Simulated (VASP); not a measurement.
Here is a VASP 6.6.1 calculation.

File INCAR:

```
SYSTEM = Nb
ALGO = Fast
EDIFF = 1E-7
ENCUT = 520
GGA = PE
ISIF = 2
ISMEAR = -1
LASPH = .TRUE.
LCHARG = .FALSE.
LREAL = .FALSE.
LWAVE = .FALSE.
NBANDS = 20
NELM = 80
PREC = Accurate
SIGMA = 0.06122561905347299
```

The input KPOINTS:

```
k-points
0
G
  16 16 16
  0 0 0
```

File POSCAR:

```
Nb
1.0
    0.0000000000      2.9557762912      2.9557762912
    2.9557762912      0.0000000000      2.9557762912
    2.9557762912      2.9557762912      0.0000000000
Nb
2
Direct
    0.0000000000      0.0000000000      0.0000000000
    0.2500000000      0.2500000000      0.2500000000
```

Potentials or basis: VASP PAW PBE potentials, release 64 (Nb_sv).

Launch:

```bash
$ cat potpaw_PBE.64/Nb_sv/POTCAR > POTCAR
$ mpirun -np 1 vasp_std > vasp.out
```

Task: Predict the pressure.

Result: -0.1 GPa.

Task: Predict the band gap on the k mesh.

Result: Zero (band 13 reaches 7.39 eV, above the bottom of band 14 at 5.95 eV).
